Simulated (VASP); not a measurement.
Crystal: Pb.

```xyz
2
Lattice="3.5483 0.0000 0.0000 -1.7741 3.0729 0.0000 0.0000 0.0000 5.6996" Properties=species:S:1:pos:R:3 pbc="T T T"
Pb    1.7741    1.0243    4.2747
Pb    0.0000    2.0486    1.4249
```

This isn't the form of Pb at room conditions, which is fcc.

Base run:

```yaml
Program: VASP 6.6.1
Functional: r2SCAN
Potentials_or_basis: VASP PAW PBE potentials, release 64 (Pb_d)
Cutoff: 520 eV
k_mesh: 9 × 9 × 5
Occupations: fermi-dirac, width 0.05 eV
Spin: no spin polarisation
```

Its results: band gap on the k mesh zero (bands 14 and 15 overlap by 7.53 eV); pressure 0.1 GPa.

Problem. The run is repeated on the same cell with these changes: functional from r2SCAN to PBE; further incar settings from ALGO = Normal; EDIFF = 1e-07; NBANDS = 21 to ALGO = Fast; EDIFF = 1e-06; NBANDS = 21. What comes out?

Solution. Band gap on the k mesh zero (bands 14 and 15 overlap by 7.29 eV); pressure 1.2 GPa.

Caveats: spin-orbit coupling is left out, which moves the levels of the heavy elements; the PAW data sets were made with another functional, which shifts forces and pressure a little (at least some runs).
